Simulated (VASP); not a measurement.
Crystal: GaP.

```xyz
4
Lattice="1.9430 1.1218 6.4308 -1.9430 1.1218 6.4308 0.0000 -2.2436 6.4308" Properties=species:S:1:pos:R:3 pbc="T T T"
Ga    0.0000    0.0000    8.3994
Ga    0.0000    0.0000   10.8930
P     0.0000    0.0000    1.1072
P     0.0000    0.0000   18.1853
```

Base run:

| Property | Result |
| --- | --- |
| Program | VASP 6.6.1 |
| Functional | r2SCAN |
| Potentials or basis | VASP PAW PBE potentials, release 64 (Ga_d, P) |
| Cutoff | 520 eV |
| k mesh | 12 × 12 × 12 |
| Occupations | gaussian, width 0.02 eV |
| Spin | no spin polarisation |

Its results: band gap on the k mesh 1.08 eV (least direct gap 1.48 eV); pressure -2.5 GPa; largest force 0.062 eV/Å.

Question: The run is repeated on the same cell with these changes: functional from r2SCAN to LDA; potentials or basis from VASP PAW PBE potentials, release 64 (Ga_d, P) to VASP PAW LDA potentials, release 64 (Ga_d, P). What comes out?

Answer: Band gap on the k mesh 0.72 eV (least direct gap 0.96 eV); pressure -4.7 GPa; largest force 0.087 eV/Å.

Caveats: the PAW data sets were made with another functional, which shifts forces and pressure a little (at least some runs); the cell stands under tension (at least some runs); semilocal functionals underestimate gaps, and a narrow one can read as zero (at least some runs).

A k mesh can miss the band edges.
